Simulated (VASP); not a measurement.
Crystal: KMgF3.

```
K Mg F
1.0
     3.98590    0.00000    0.00000
     0.00000    3.98590    0.00000
     0.00000    0.00000    3.98590
K Mg F
1 1 3
Direct
  0.50000 0.50000 0.50000
  0.00000 0.00000 0.00000
  0.00000 0.00000 0.50000
  0.00000 0.50000 0.00000
  0.50000 0.00000 0.00000
```

Program: VASP 6.6.1. Alike in all runs: task single point; potentials or basis VASP PAW PBE potentials, release 64 (K_sv, Mg, F); no spin polarisation; cell as given.

**Question.** Order these runs on this cell by their band gap on the k mesh, lowest first.
A. level r2SCAN; k mesh 7 × 7 × 7; cutoff (eV) 520; smearing fermi-dirac 0.05 eV; dipole correction no
B. level PBEsol; k mesh 7 × 7 × 7; cutoff (eV) 520; smearing fermi-dirac 0.05 eV; dipole correction no
C. level PBE; k mesh 9 × 9 × 9; cutoff (eV) 840; smearing gaussian 0.03 eV; tolerance level screening; purpose levels

**Answer.** B (7.16 eV), C (7.33 eV), A (8.28 eV).

Caveats: an odd mesh through Γ misses points on the zone boundary, where band edges can lie.
